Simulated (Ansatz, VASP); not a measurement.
# One calculation of Sn, two programs

```xyz
1
Lattice="-1.9481 1.9481 1.7922 1.9481 -1.9481 1.7922 1.9481 1.9481 -1.7922" Properties=species:S:1:pos:R:3 pbc="T T T"
Sn    0.0000    0.0000    0.0000
```

Alike in both runs: task single point; functional PBEsol; k mesh 20 × 20 × 20; occupations gaussian, width 0.15 eV; no spin polarisation.

```csv
,VASP,Ansatz
version,VASP 6.6.1,Ansatz 0.2.0
potentials or method,"VASP PAW PBE potentials, release 64 (Sn_d), cutoff 520 eV","scalar-relativistic, plane waves, PAW"
valence electrons in the cell,14,14
```

```csv
,VASP,Ansatz,Ansatz less VASP
gap on the k mesh at the Fermi level (eV),none,none,-
pressure (GPa),-2.1,-2.0,+0.05
"traceless stress, the component that is largest in VASP (GPa)",-0.69,-0.69,-0.002
```

VASP's potentials were made for PBE, not for PBEsol. A gap of «none» marks a metal or a gap that the smearing closes. With one functional, cell and mesh, what is left measures potentials, basis and numerics.
